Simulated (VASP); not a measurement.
# Cs in VASP: a series of runs

Runs on Cs. Level: PBE. Tasks: single point, relaxation of cell and atoms.

All numbers are computed with VASP 6.6.1; they aren't measurements. Logs are shortened: lines on timing, memory, paths and dates and some standing lists are left out, and cuts for length are marked.

## Step 1: The cell of the first run

The structure is cubic, space group Fm-3m (No. 225). The conventional cell has a = 14.868 Å, b = 14.868 Å, c = 14.868 Å, α = 90.00°, β = 90.00°, γ = 90.00°.

## Step 2: Single point, PBE

The input, INCAR:

```
  PREC = Accurate
  ENCUT = 520
  EDIFF = 1E-6
  ISMEAR = 0
  SIGMA = 0.1
  LREAL = False
  LASPH = True
  NELM = 100
  ALGO = Fast
  ISIF = 2
  LWAVE = False
  LCHARG = False
  GGA = PE
  NBANDS = 36
```

The input, KPOINTS:

```
regular mesh
0
Gamma
  2 2 2
```

The input, POSCAR:

```
Cs
1.0
    0.0000000000      7.4341986506      7.4341986506
    7.4341986506      0.0000000000      7.4341986506
    7.4341986506      7.4341986506      0.0000000000
Cs
6
Direct
    0.7492549256      0.2507450744      0.2507450744
    0.2507450744      0.7492549256      0.7492549256
    0.2507450744      0.7492549256      0.2507450744
    0.7492549256      0.2507450744      0.7492549256
    0.2507450744      0.2507450744      0.7492549256
    0.7492549256      0.7492549256      0.2507450744
```

Potentials or basis: VASP PAW PBE potentials, release 64 (Cs_sv).

Run with:

```console
cat potpaw_PBE.64/Cs_sv/POTCAR > POTCAR
mpirun -np 1 vasp_std > vasp.out
```

OUTCAR:

```text
PREC = Accurate
   ENCUT = 520
   EDIFF = 1E-6
   ISMEAR = 0
   LREAL = False
   LASPH = True
   NELM = 100
   ISIF = 2
   GGA = PE

 ion  position               nearest neighbor table
   1  0.749  0.251  0.251-
   2  0.251  0.749  0.749-
   3  0.251  0.749  0.251-
   4  0.749  0.251  0.749-
   5  0.251  0.251  0.749-
   6  0.749  0.749  0.251-

  LATTYP: Found a face centered cubic cell.
 ALAT       =    14.8683973012

  Lattice vectors:

 A1 = (   0.0000000000,   7.4341986506,   7.4341986506)
 A2 = (   7.4341986506,   0.0000000000,   7.4341986506)
 A3 = (   7.4341986506,   7.4341986506,   0.0000000000)

Analysis of symmetry for initial positions (statically):
=====================================================================
 Subroutine PRICEL returns:
 Original cell was already a primitive cell.

 Routine SETGRP: Setting up the symmetry group for a
 face centered cubic supercell.

 Subroutine GETGRP returns: Found 48 space group operations
 (whereof 48 operations were pure point group operations)
 out of a pool of 48 trial point group operations.

The static configuration has the point symmetry O_h .

Analysis of symmetry for dynamics (positions and initial velocities):
=====================================================================
 Subroutine PRICEL returns:
 Original cell was already a primitive cell.

 Routine SETGRP: Setting up the symmetry group for a
 face centered cubic supercell.

 Subroutine GETGRP returns: Found 48 space group operations
 (whereof 48 operations were pure point group operations)
 out of a pool of 48 trial point group operations.

The dynamic configuration has the point symmetry O_h .

 Subroutine INISYM returns: Found 48 space group operations
 (whereof 48 operations are pure point group operations),
 and found     1 'primitive' translations

----------------------------------------------------------------------------------------

                                     Primitive cell

  volume of cell :     821.7363

  direct lattice vectors                    reciprocal lattice vectors
     0.000000000  7.434198651  7.434198651    -0.067256745  0.067256745  0.067256745
     7.434198651  0.000000000  7.434198651     0.067256745 -0.067256745  0.067256745
     7.434198651  7.434198651  0.000000000     0.067256745  0.067256745 -0.067256745

  length of vectors
    10.513544557 10.513544557 10.513544557     0.116492099  0.116492099  0.116492099

  position of ions in fractional coordinates (direct lattice)
     0.749254926  0.250745074  0.250745074
     0.250745074  0.749254926  0.749254926
     0.250745074  0.749254926  0.250745074
     0.749254926  0.250745074  0.749254926
     0.250745074  0.250745074  0.749254926
     0.749254926  0.749254926  0.250745074

  ion indices of the primitive-cell ions
   primitive index   ion index
                 1           1
                 2           2
                 3           3
                 4           4
                 5           5
                 6           6

----------------------------------------------------------------------------------------

 KPOINTS: regular mesh

Automatic generation of k-mesh.
 Grid dimensions read from file:
 generate k-points for:    2    2    2

 Generating k-lattice:

  Cartesian coordinates                     Fractional coordinates (reciprocal lattice)
    -0.033628372  0.033628372  0.033628372     0.500000000  0.000000000  0.000000000
     0.033628372 -0.033628372  0.033628372     0.000000000  0.500000000  0.000000000
     0.033628372  0.033628372 -0.033628372     0.000000000  0.000000000  0.500000000

  Length of vectors
     0.058246049  0.058246049  0.058246049

  Shift w.r.t. Gamma in fractional coordinates (k-lattice)
     0.000000000  0.000000000  0.000000000

 Subroutine IBZKPT returns following result:
 ===========================================

 Found      3 irreducible k-points:

 Following reciprocal coordinates:
            Coordinates               Weight
  0.000000  0.000000  0.000000      1.000000
  0.500000  0.000000  0.000000      4.000000
  0.500000  0.500000  0.000000      3.000000
   k-points           NKPTS =      3   k-points in BZ     NKDIM =      3   number of bands    NBANDS=     36
   number of dos      NEDOS =    301   number of ions     NIONS =      6
   total plane-waves  NPLWV = 512000
   dimension x,y,z NGX =    80 NGY =   80 NGZ =   80
   dimension x,y,z NGXF=   160 NGYF=  160 NGZF=  160
   ions per type =               6
   NGX,Y,Z   is equivalent  to a cutoff of  12.65, 12.65, 12.65 a.u.
   NGXF,Y,Z  is equivalent  to a cutoff of  25.30, 25.30, 25.30 a.u.
 SYSTEM =  unknown system
   PREC   = accura    normal or accurate (medium, high low for compatibility)
   ISTART =      0    job   : 0-new  1-cont  2-samecut
   ICHARG =      2    charge: 1-file 2-atom 10-const
   ISPIN  =      1    spin polarized calculation?
   LNONCOLLINEAR =      F non collinear calculations
   LSORBIT =      F    spin-orbit coupling
   LASPH  =      T    aspherical Exc in radial PAW
   ENCUT  =  520.0 eV  38.22 Ry    6.18 a.u.  19.55 19.55 19.55*2*pi/ulx,y,z
   NELM   =    100;   NELMIN=  2; NELMDL= -5     # of ELM steps
   EDIFF  = 0.1E-05   stopping-criterion for ELM
   LREAL  =      F    real-space projection
   EDIFFG = 0.1E-04   stopping-criterion for IOM
   NSW    =      0    number of steps for IOM
   IBRION =     -1    ionic relax: 0-MD 1-quasi-New 2-CG
   NFREE  =      0    steps in history (QN), initial steepest desc. (CG)
   ISIF   =      2    stress and relaxation
   ISYM   =      2    0-nonsym 1-usesym 2-fastsym
   POTIM  = 0.5000    time-step for ionic-motion
   TEBEG  =    0.0;   TEEND  =   0.0 temperature during run
   PSTRESS=    0.0 pullay stress
   NELECT =      54.0000    total number of electrons
   NUPDOWN=      -1.0000    fix difference up-down
   EMIN   =  10.00;   EMAX   =-10.00  energy-range for DOS
   EFERMI =   0.00;   METHOD = LEGACY
   ISMEAR =     0;   SIGMA  =   0.10  broadening in eV -4-tet -1-fermi 0-gaus
   EFERMI_NEDOS =   21; number of points for ismear=-14 and -15
   IALGO  =     68    algorithm
   IMIX   =      4    mixing-type and parameters
     AMIX     =   0.40;   BMIX     =  1.00
     AMIX_MAG =   1.60;   BMIX_MAG =  1.00
  volume/ion in A,a.u.               =     136.96       924.23
  Fermi-wavevector in a.u.,A,eV,Ry     =   0.660636  1.248420  5.938117  0.436439
  Thomas-Fermi vector in A             =   1.733145
   LORBIT       =      0    0 simple, 1 ext, 2 COOP (PROOUT), +10 PAW based schemes
   GGA     = PE    functional components
   LHFCALC =     F    Hartree Fock is set to
   AEXX    =    0.0000 exact exchange contribution
   IVDW    =     0    specifies the selected vdW correction
   LEPSILON=     F    determine dielectric tensor
   LRPA    =     F    only Hartree local field effects (RPA)
 non-spin polarized calculation
 RMM-DIIS sequential band-by-band and
 Gauss-broadening in eV      SIGMA  =   0.10
  energy-cutoff  :      520.00
  volume of cell :      821.74
 maximum number of plane-waves:     22219
 NGX is ok and might be reduce to    80

 number of electron      53.9999993 magnetization

 Free energy of the ion-electron system (eV)
  ---------------------------------------------------
  ext. energy  EPLUGINS =         0.00000000
  ---------------------------------------------------
  free energy    TOTEN  =        -4.48138579 eV

  energy without entropy =       -4.46384775  energy(sigma->0) =       -4.47261677

 E-fermi :   0.1683     XC(G=0):  -4.9202

 val. band max:        0.0358136221   @ k =   0.5000   0.5000   0.0000
 cond. band min:       0.2685861821   @ k =   0.0000   0.0000   0.0000
 fundamental gap:      0.2327725599
 Fermi energy:         0.1682656101

 k-point     1 :       0.0000    0.0000    0.0000
  band No.  band energies     occupation
      1     -23.9207      2.00000
      2     -23.9139      2.00000
      3     -23.9139      2.00000
      4     -23.9139      2.00000
      5     -23.9106      2.00000
      6     -23.9106      2.00000
[... 28 lines left out ...]
     35       1.1842      0.00000
     36       1.3823      0.00000

 k-point     2 :       0.5000    0.0000    0.0000
  band No.  band energies     occupation
      1     -23.9175      2.00000
      2     -23.9172      2.00000
      3     -23.9123      2.00000
      4     -23.9123      2.00000
      5     -23.9122      2.00000
      6     -23.9122      2.00000
[... 28 lines left out ...]
     35       1.4222      0.00000
     36       1.4284      0.00000

 k-point     3 :       0.5000    0.5000    0.0000
  band No.  band energies     occupation
      1     -23.9174      2.00000
      2     -23.9139      2.00000
      3     -23.9139      2.00000
      4     -23.9139      2.00000
      5     -23.9139      2.00000
      6     -23.9105      2.00000
[... 28 lines left out ...]
     35       1.5626      0.00000
     36       1.6336      0.00000

------------------------ aborting loop because EDIFF is reached ----------------------------------------

  FORCE on cell =-STRESS in cart. coord.  units (eV):
  Direction    XX          YY          ZZ          XY          YZ          ZX
  --------------------------------------------------------------------------------------
  -------------------------------------------------------------------------------------
  Total        0.4070037      0.4070037      0.4070037      0.0000000      0.0000000      0.0000000
  in kB        0.7935539      0.7935539      0.7935539      0.0000000      0.0000000      0.0000000
  external PRESSURE =       0.7935539 kB  Pullay stress =       0.0000000 kB

 VOLUME and BASIS-vectors are now :
 -----------------------------------------------------------------------------
  energy-cutoff  :      520.00
  volume of cell :      821.74
      direct lattice vectors                 reciprocal lattice vectors
     0.000000000  7.434198651  7.434198651    -0.067256745  0.067256745  0.067256745
     7.434198651  0.000000000  7.434198651     0.067256745 -0.067256745  0.067256745
     7.434198651  7.434198651  0.000000000     0.067256745  0.067256745 -0.067256745

 POSITION                                       TOTAL-FORCE (eV/Angst)
 -----------------------------------------------------------------------------------
      3.72818      7.43420      7.43420        -0.011475      0.000000      0.000000
     11.14022      7.43420      7.43420         0.011475      0.000000      0.000000
      7.43420      3.72818      7.43420        -0.000000     -0.011475      0.000000
      7.43420     11.14022      7.43420        -0.000000      0.011475      0.000000
      7.43420      7.43420      3.72818        -0.000000      0.000000     -0.011475
      7.43420      7.43420     11.14022        -0.000000      0.000000      0.011475
 -----------------------------------------------------------------------------------
    total drift:                               -0.000000     -0.000000      0.000000

  FREE ENERGIE OF THE ION-ELECTRON SYSTEM (eV)
  ---------------------------------------------------
  free  energy   TOTEN  =        -4.4813857890 eV

  energy  without entropy=       -4.4638477476  energy(sigma->0) =       -4.47261677
```

It took 2 min on 1 thread of Intel Xeon 6975P-C (Granite Rapids), shared host; peak memory 0.93 GiB.

Results:

```yaml
Free_energy: -4.4814 eV
Pressure: 0.1 GPa
Largest_force: 0.011 eV/Å
Band_gap_on_the_k_mesh: zero (band 27 reaches 0.52 eV, above the bottom of band 28 at 0.03 eV)
```

Forces on the atoms (eV/Å):
```
Cs  -0.011  0.000  0.000
Cs   0.011  0.000  0.000
Cs   0.000 -0.011  0.000
Cs   0.000  0.011  0.000
Cs   0.000  0.000 -0.011
Cs   0.000  0.000  0.011
```

Levels at points of the mesh, in eV from the Fermi level:
```csv
k point,band 24,band 25,band 26,band 27,band 28,band 29
"(0.00, 0.00, 0.00)",-10.81,-1.62,0.10,0.10,0.10,0.20
"(0.50, 0.00, 0.00)",-10.82,-0.99,-0.98,0.35,0.36,0.39
"(0.50, 0.50, 0.00)",-10.81,-0.95,-0.54,-0.14,-0.14,-0.13
```

Caveat: the k points lie up to 0.37 Å⁻¹ apart; spin-orbit coupling is left out, which moves the levels of the heavy elements.

## Step 3: Single point, PBE

This run uses another cell than the first one: it holds 3 atoms, not 6.

The input, INCAR:

```
SYSTEM = Cs
ALGO = Fast
EDIFF = 1E-7
ENCUT = 520
GGA = PE
ISIF = 2
ISMEAR = 0
LASPH = .True.
LCHARG = .False.
LREAL = .False.
LWAVE = .False.
NBANDS = 20
NELM = 60
PREC = Accurate
SIGMA = 0.1
```

The input, KPOINTS:

```
k-points
0
Gamma
  6 6 6
  0 0 0
```

The input, POSCAR:

```
Cs
1.0
    7.4341986506      0.0000000000      0.0000000000
    0.0000000000      7.4341986506      0.0000000000
    0.0000000000      0.0000000000      7.4341986506
Cs
3
Direct
    0.5000000000      0.0000000000      0.0000000000
    0.0000000000      0.5000000000      0.0000000000
    0.0000000000      0.0000000000      0.5000000000
```

Potentials or basis: VASP PAW PBE potentials, release 64 (Cs_sv).

Run with:

```console
cat potpaw_PBE.64/Cs_sv/POTCAR > POTCAR
mpirun -np 1 vasp_std > vasp.out
```

Wall time 1.7 min (1 thread of Intel Xeon 6975P-C (Granite Rapids), shared host); peak memory 0.48 GiB.

The run converged. Its results:

```yaml
Free_energy: -2.2518 eV
Pressure: 0.0 GPa
```

Levels at points of the mesh, in eV from the Fermi level:
| k point | band 11 | band 12 | band 13 | band 14 | band 15 | band 16 |
| --- | --- | --- | --- | --- | --- | --- |
| (0.00, 0.00, 0.00) | -10.78 | -10.78 | -1.56 | 0.24 | 0.71 | 0.71 |
| (0.50, 0.00, 0.00) | -10.79 | -10.79 | -0.89 | -0.47 | 0.72 | 1.33 |
| (0.50, 0.50, 0.00) | -10.80 | -10.78 | -0.09 | -0.07 | -0.07 | 0.35 |
| (0.50, 0.50, 0.50) | -10.78 | -10.78 | 0.16 | 0.16 | 0.16 | 0.40 |

Caveat: spin-orbit coupling is left out, which moves the levels of the heavy elements.

## Step 4: Relaxation of cell and atoms, PBE

This run uses another cell than the first one: it holds 3 atoms, not 6.

The input, INCAR:

```
PREC = Accurate
ENCUT = 600
EDIFF = 1E-7
ISMEAR = 0
SIGMA = 0.1
LREAL = F
LASPH = T
NELM = 60
ALGO = Fast
ISIF = 3
LWAVE = F
LCHARG = F
GGA = PE
IBRION = 2
NSW = 100
EDIFFG = -0.01
```

The input, KPOINTS:

```
Automatic mesh
0
Gamma
  6 6 6
```

POSCAR is that of step 3.

Run with:

```console
cat potpaw_PBE.64/Cs_sv/POTCAR > POTCAR
mpirun -np 1 vasp_std > vasp.out
```

Run time: 5.9 min. Hardware: 1 thread of Intel Xeon 6975P-C (Granite Rapids), shared host; peak memory 0.58 GiB.

Results (log left out):

| Quantity | Value |
| --- | --- |
| Free energy | -2.2528 eV |
| Relaxed volume | 139.24 Å³/atom |
| Relaxed cell | a = 7.475 Å, b = 7.475 Å, c = 7.475 Å, α = 90.00°, β = 90.00°, γ = 90.00° |
| Space group after relaxing (to 0.05 Å) | Pm-3m (No. 221) |
| Energy gained by relaxing | 0.3 meV/atom |
| Ionic steps | 3 |
| Pressure after relaxing | 0.0 GPa |

Step by step:
```tsv
step	energy change (eV)	largest force (eV/Å)	pressure (GPa)	volume (Å³)
1	0.0000	0.0000	0.03	410.87
2	-0.0003	0.0000	0.03	412.57
3	-0.0009	0.0000	0.01	417.71
```

Final structure:
```xyz
3
Lattice="7.4752 0.0000 0.0000 0.0000 7.4752 0.0000 0.0000 0.0000 7.4752" Properties=species:S:1:pos:R:3 pbc="T T T"
Cs    3.7376    0.0000    0.0000
Cs    0.0000    3.7376    0.0000
Cs    0.0000    0.0000    3.7376
```

Levels at points of the mesh, in eV from the Fermi level:
| k point | band 11 | band 12 | band 13 | band 14 | band 15 | band 16 |
| --- | --- | --- | --- | --- | --- | --- |
| (0.00, 0.00, 0.00) | -10.79 | -10.79 | -1.54 | 0.26 | 0.71 | 0.71 |
| (0.50, 0.00, 0.00) | -10.80 | -10.80 | -0.89 | -0.47 | 0.73 | 1.33 |
| (0.50, 0.50, 0.00) | -10.81 | -10.78 | -0.10 | -0.08 | -0.08 | 0.36 |
| (0.50, 0.50, 0.50) | -10.78 | -10.78 | 0.16 | 0.16 | 0.16 | 0.42 |

Caveat: spin-orbit coupling is left out, which moves the levels of the heavy elements.

## Step 5: Summary

| task | cell | k mesh | cutoff (eV) | gap on the mesh (eV) | pressure (GPa) |
| --- | --- | --- | --- | --- | --- |
| single point | a = 10.514 Å, angles 60.0°, 6 atoms | 2 × 2 × 2 | 520 | none | 0.1 |
| single point | a = 7.434 Å, 3 atoms | 6 × 6 × 6 | 520 | none | 0.0 |
| relaxation of cell and atoms | relaxed from a = 7.434 Å, 3 atoms | 6 × 6 × 6 | 600 | none | 0.0 |

Alike in all rows: level PBE; potentials or basis VASP PAW PBE potentials, release 64 (Cs_sv); no spin polarisation; smearing gaussian 0.1 eV.

Caveats: some runs use coarse meshes; spin-orbit coupling is left out, which moves the levels of the heavy elements.

Total energies depend on the potentials used, so only differences within one code and one set of settings carry meaning.
